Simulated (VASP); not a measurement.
# CsI (Pm-3m) in VASP: notebook

CsI is run at these levels: PBE; tasks: single point, relaxation of the atoms.

Program: VASP 6.6.1. These are calculated values, not measurements. Logs are shortened: lines on timing, memory, paths and dates and some standing lists are left out, and cuts for length are marked.

### Step 1. The cell of the first run

Symmetry: Pm-3m, No. 221, cubic system. The conventional cell has a = 4.665 Å, b = 4.665 Å, c = 4.665 Å, α = 90.00°, β = 90.00°, γ = 90.00°. Within 5.3 Å of Cs (site symmetry m-3m) lie 8 I at 4.04 Å and 6 Cs at 4.67 Å. Within 5.3 Å of I (site symmetry m-3m) lie 8 Cs at 4.04 Å and 6 I at 4.67 Å.

### Step 2. Single point, PBE

Contents of INCAR:

```
SYSTEM = CsI
PREC = Accurate
ENCUT = 500
EDIFF = 1E-6
ISMEAR = -1
SIGMA = 0.03
LREAL = .FALSE.
LASPH = .TRUE.
NELM = 120
ALGO = Normal
ISIF = 2
LWAVE = .FALSE.
LCHARG = .TRUE.
GGA = PE
LELF = .TRUE.
LVHAR = .TRUE.
NBANDS = 15
GGA_COMPAT = .FALSE.
```

Contents of KPOINTS:

```
regular mesh
0
G
  6 6 6
  0 0 0
```

Contents of POSCAR:

```
CsI
1.0
    4.6652120000      0.0000000000      0.0000000000
    0.0000000000      4.6652120000      0.0000000000
    0.0000000000      0.0000000000      4.6652120000
Cs I
1 1
Direct
    0.0000000000      0.0000000000      0.0000000000
    0.5000000000      0.5000000000      0.5000000000
```

Potentials or basis: VASP PAW PBE potentials, release 64 (Cs_sv, I).

On the command line:

```console
$ cat potpaw_PBE.64/Cs_sv/POTCAR potpaw_PBE.64/I/POTCAR > POTCAR
$ mpirun -np 1 vasp_std > vasp.out
```

OUTCAR:

```text
SYSTEM = CsI
   PREC = Accurate
   ENCUT = 500
   EDIFF = 1E-6
   ISMEAR = -1
   LREAL = .FALSE.
   LASPH = .TRUE.
   NELM = 120
   ISIF = 2
   GGA = PE

 ion  position               nearest neighbor table
   1  0.000  0.000  0.000-
   2  0.500  0.500  0.500-

  LATTYP: Found a simple cubic cell.
 ALAT       =     4.6652120000

  Lattice vectors:

 A1 = (   4.6652120000,   0.0000000000,   0.0000000000)
 A2 = (   0.0000000000,   4.6652120000,   0.0000000000)
 A3 = (   0.0000000000,   0.0000000000,   4.6652120000)

Analysis of symmetry for initial positions (statically):
=====================================================================
 Subroutine PRICEL returns:
 Original cell was already a primitive cell.

 Routine SETGRP: Setting up the symmetry group for a
 simple cubic supercell.

 Subroutine GETGRP returns: Found 48 space group operations
 (whereof 48 operations were pure point group operations)
 out of a pool of 48 trial point group operations.

The static configuration has the point symmetry O_h .

Analysis of symmetry for dynamics (positions and initial velocities):
=====================================================================
 Subroutine PRICEL returns:
 Original cell was already a primitive cell.

 Routine SETGRP: Setting up the symmetry group for a
 simple cubic supercell.

 Subroutine GETGRP returns: Found 48 space group operations
 (whereof 48 operations were pure point group operations)
 out of a pool of 48 trial point group operations.

The dynamic configuration has the point symmetry O_h .

 Subroutine INISYM returns: Found 48 space group operations
 (whereof 48 operations are pure point group operations),
 and found     1 'primitive' translations

----------------------------------------------------------------------------------------

                                     Primitive cell

  volume of cell :     101.5346

  direct lattice vectors                    reciprocal lattice vectors
     4.665212000  0.000000000  0.000000000     0.214352531  0.000000000  0.000000000
     0.000000000  4.665212000  0.000000000     0.000000000  0.214352531  0.000000000
     0.000000000  0.000000000  4.665212000     0.000000000  0.000000000  0.214352531

  length of vectors
     4.665212000  4.665212000  4.665212000     0.214352531  0.214352531  0.214352531

  position of ions in fractional coordinates (direct lattice)
     0.000000000  0.000000000  0.000000000
     0.500000000  0.500000000  0.500000000

  ion indices of the primitive-cell ions
   primitive index   ion index
                 1           1
                 2           2

----------------------------------------------------------------------------------------

 KPOINTS: regular mesh

Automatic generation of k-mesh.
 Grid dimensions read from file:
 generate k-points for:    6    6    6

 Generating k-lattice:

  Cartesian coordinates                     Fractional coordinates (reciprocal lattice)
     0.035725422  0.000000000  0.000000000     0.166666667  0.000000000  0.000000000
     0.000000000  0.035725422  0.000000000     0.000000000  0.166666667  0.000000000
     0.000000000  0.000000000  0.035725422     0.000000000  0.000000000  0.166666667

  Length of vectors
     0.035725422  0.035725422  0.035725422

  Shift w.r.t. Gamma in fractional coordinates (k-lattice)
     0.000000000  0.000000000  0.000000000

 Subroutine IBZKPT returns following result:
 ===========================================

 Found     20 irreducible k-points:

 Following reciprocal coordinates:
            Coordinates               Weight
  0.000000  0.000000  0.000000      1.000000
  0.166667  0.000000  0.000000      6.000000
  0.333333  0.000000  0.000000      6.000000
  0.500000  0.000000  0.000000      3.000000
  0.166667  0.166667  0.000000     12.000000
  0.333333  0.166667  0.000000     24.000000
[... 12 lines left out ...]
  0.500000  0.500000  0.333333      6.000000
  0.500000  0.500000  0.500000      1.000000
   k-points           NKPTS =     20   k-points in BZ     NKDIM =     20   number of bands    NBANDS=     15
   number of dos      NEDOS =    301   number of ions     NIONS =      2
   total plane-waves  NPLWV =  46656
   dimension x,y,z NGX =    36 NGY =   36 NGZ =   36
   dimension x,y,z NGXF=    72 NGYF=   72 NGZF=   72
   ions per type =               1   1
   NGX,Y,Z   is equivalent  to a cutoff of  12.83, 12.83, 12.83 a.u.
   NGXF,Y,Z  is equivalent  to a cutoff of  25.66, 25.66, 25.66 a.u.
 SYSTEM =  CsI
   PREC   = accura    normal or accurate (medium, high low for compatibility)
   ISTART =      0    job   : 0-new  1-cont  2-samecut
   ICHARG =      2    charge: 1-file 2-atom 10-const
   ISPIN  =      1    spin polarized calculation?
   LNONCOLLINEAR =      F non collinear calculations
   LSORBIT =      F    spin-orbit coupling
   LASPH  =      T    aspherical Exc in radial PAW
   ENCUT  =  500.0 eV  36.75 Ry    6.06 a.u.   8.51  8.51  8.51*2*pi/ulx,y,z
   NELM   =    120;   NELMIN=  2; NELMDL= -5     # of ELM steps
   EDIFF  = 0.1E-05   stopping-criterion for ELM
   LREAL  =      F    real-space projection
   EDIFFG = 0.1E-04   stopping-criterion for IOM
   NSW    =      0    number of steps for IOM
   IBRION =     -1    ionic relax: 0-MD 1-quasi-New 2-CG
   NFREE  =      0    steps in history (QN), initial steepest desc. (CG)
   ISIF   =      2    stress and relaxation
   ISYM   =      2    0-nonsym 1-usesym 2-fastsym
   POTIM  = 0.5000    time-step for ionic-motion
   TEBEG  =    0.0;   TEEND  =   0.0 temperature during run
   PSTRESS=    0.0 pullay stress
   NELECT =      16.0000    total number of electrons
   NUPDOWN=      -1.0000    fix difference up-down
   EMIN   =  10.00;   EMAX   =-10.00  energy-range for DOS
   EFERMI =   0.00;   METHOD = LEGACY
   ISMEAR =    -1;   SIGMA  =   0.03  broadening in eV -4-tet -1-fermi 0-gaus
   EFERMI_NEDOS =   21; number of points for ismear=-14 and -15
   IALGO  =     38    algorithm
   IMIX   =      4    mixing-type and parameters
     AMIX     =   0.40;   BMIX     =  1.00
     AMIX_MAG =   1.60;   BMIX_MAG =  1.00
  volume/ion in A,a.u.               =      50.77       342.59
  Fermi-wavevector in a.u.,A,eV,Ry     =   0.884253  1.670997 10.638453  0.781904
  Thomas-Fermi vector in A             =   2.005129
   LORBIT       =      0    0 simple, 1 ext, 2 COOP (PROOUT), +10 PAW based schemes
   GGA     = PE    functional components
   LHFCALC =     F    Hartree Fock is set to
   AEXX    =    0.0000 exact exchange contribution
   IVDW    =     0    specifies the selected vdW correction
   LEPSILON=     F    determine dielectric tensor
   LRPA    =     F    only Hartree local field effects (RPA)
 non-spin polarized calculation
  energy-cutoff  :      500.00
  volume of cell :      101.53
 maximum number of plane-waves:      2601
 NGX is ok and might be reduce to    36
   NGX = 17   NGY = 17   NGZ = 17

 number of electron      15.9999999 magnetization

 Free energy of the ion-electron system (eV)
  ---------------------------------------------------
  ext. energy  EPLUGINS =         0.00000000
  ---------------------------------------------------
  free energy    TOTEN  =        -5.44281524 eV

  energy without entropy =       -5.44281524  energy(sigma->0) =       -5.44281524

 E-fermi :   1.0569     XC(G=0):  -7.4979

 val. band max:        0.4478896988   @ k =   0.5000   0.5000   0.0000
 cond. band min:       4.1255478861   @ k =   0.0000   0.0000   0.0000
 fundamental gap:      3.6776581873
 Fermi energy:         1.0569210124

 k-point     1 :       0.0000    0.0000    0.0000
  band No.  band energies     occupation
      1     -20.0297      2.00000
      2     -10.1154      2.00000
      3      -6.7380      2.00000
      4      -6.7380      2.00000
      5      -6.7380      2.00000
      6       0.3516      2.00000
      7       0.3516      2.00000
      8       0.3516      2.00000
      9       4.1255      0.00000
     10       4.7159      0.00000
     11       4.7159      0.00000
     12       8.0681      0.00000
     13       8.0681      0.00000
     14       8.0681      0.00000
     15      10.4410      0.00000

 k-point     2 :       0.1667    0.0000    0.0000
  band No.  band energies     occupation
      1     -20.0251      2.00000
      2     -10.1151      2.00000
      3      -6.7741      2.00000
      4      -6.7259      2.00000
      5      -6.7259      2.00000
      6      -0.0661      2.00000
      7       0.3240      2.00000
      8       0.3240      2.00000
      9       4.6780      0.00000
     10       4.8729      0.00000
     11       5.2501      0.00000
     12       7.9914      0.00000
     13       7.9914      0.00000
     14       8.1838      0.00000
     15       9.3512      0.00000

 k-point     3 :       0.3333    0.0000    0.0000
  band No.  band energies     occupation
      1     -20.0160      2.00000
      2     -10.1161      2.00000
      3      -6.8381      2.00000
      4      -6.7015      2.00000
      5      -6.7015      2.00000
      6      -0.7013      2.00000
      7       0.2668      2.00000
      8       0.2668      2.00000
      9       5.3011      0.00000
     10       5.8061      0.00000
     11       6.3986      0.00000
     12       7.9843      0.00000
     13       8.0017      0.00000
     14       8.0017      0.00000
     15       8.4682      0.00000

 k-point     4 :       0.5000    0.0000    0.0000
  band No.  band energies     occupation
      1     -20.0114      2.00000
      2     -10.1174      2.00000
      3      -6.8659      2.00000
      4      -6.6892      2.00000
      5      -6.6892      2.00000
      6      -0.9642      2.00000
      7       0.2372      2.00000
      8       0.2372      2.00000
      9       5.6605      0.00000
     10       6.6693      0.00000
     11       6.8905      0.00000
     12       7.2952      0.00000
     13       8.1416      0.00000
     14       8.1416      0.00000
     15       8.6554      0.00000
[... 235 lines left out ...]
 k-point    18 :       0.5000    0.3333    0.3333
  band No.  band energies     occupation
      1     -19.9867      2.00000
      2      -9.9344      2.00000
      3      -6.9736      2.00000
      4      -6.9084      2.00000
      5      -6.8856      2.00000
      6      -0.5930      2.00000
      7      -0.5086      2.00000
      8      -0.3156      2.00000
      9       6.1515      0.00000
     10       6.5393      0.00000
     11       6.7832      0.00000
     12       7.8018      0.00000
     13       8.1965      0.00000
     14       8.2198      0.00000
     15       9.9117      0.00000

 k-point    19 :       0.5000    0.5000    0.3333
  band No.  band energies     occupation
      1     -19.9827      2.00000
      2      -9.9082      2.00000
      3      -6.9697      2.00000
      4      -6.9697      2.00000
      5      -6.8784      2.00000
      6      -0.6256      2.00000
      7      -0.6256      2.00000
      8      -0.4731      2.00000
      9       6.4052      0.00000
     10       6.9917      0.00000
     11       6.9917      0.00000
     12       7.3234      0.00000
     13       8.6530      0.00000
     14       8.6530      0.00000
     15       9.9009      0.00000

 k-point    20 :       0.5000    0.5000    0.5000
  band No.  band energies     occupation
      1     -19.9787      2.00000
      2      -9.8864      2.00000
      3      -6.9481      2.00000
      4      -6.9481      2.00000
      5      -6.9481      2.00000
      6      -0.7108      2.00000
      7      -0.7108      2.00000
      8      -0.7108      2.00000
      9       7.4237      0.00000
     10       7.4237      0.00000
     11       7.4237      0.00000
     12       8.0172      0.00000
     13       8.0172      0.00000
     14       8.0172      0.00000
     15       9.9130      0.00000

------------------------ aborting loop because EDIFF is reached ----------------------------------------

  FORCE on cell =-STRESS in cart. coord.  units (eV):
  Direction    XX          YY          ZZ          XY          YZ          ZX
  --------------------------------------------------------------------------------------
  -------------------------------------------------------------------------------------
  Total        0.0209570      0.0209570      0.0209570     -0.0000000     -0.0000000      0.0000000
  in kB        0.3306938      0.3306938      0.3306938     -0.0000000     -0.0000000      0.0000000
  external PRESSURE =       0.3306938 kB  Pullay stress =       0.0000000 kB

 VOLUME and BASIS-vectors are now :
 -----------------------------------------------------------------------------
  energy-cutoff  :      500.00
  volume of cell :      101.53
      direct lattice vectors                 reciprocal lattice vectors
     4.665212000  0.000000000  0.000000000     0.214352531  0.000000000  0.000000000
     0.000000000  4.665212000  0.000000000     0.000000000  0.214352531  0.000000000
     0.000000000  0.000000000  4.665212000     0.000000000  0.000000000  0.214352531

 POSITION                                       TOTAL-FORCE (eV/Angst)
 -----------------------------------------------------------------------------------
      0.00000      0.00000      0.00000         0.000000      0.000000      0.000000
      2.33261      2.33261      2.33261         0.000000      0.000000      0.000000
 -----------------------------------------------------------------------------------
    total drift:                               -0.000000      0.000000      0.000000

  FREE ENERGIE OF THE ION-ELECTRON SYSTEM (eV)
  ---------------------------------------------------
  free  energy   TOTEN  =        -5.4428152414 eV

  energy  without entropy=       -5.4428152413  energy(sigma->0) =       -5.44281524
```

Run time: 11 s. Hardware: 1 thread of Intel Xeon 6975P-C (Granite Rapids), shared host; peak memory 0.21 GiB.

What came out:

```yaml
Free_energy: -5.4428 eV
Pressure: 0.0 GPa
Band_gap_on_the_k_mesh: 3.68 eV, indirect (least direct gap 3.77 eV)
```

Caveat: spin-orbit coupling is left out, which moves the levels of the heavy elements. A k mesh can miss the band edges.

[end of part 1 of 2]
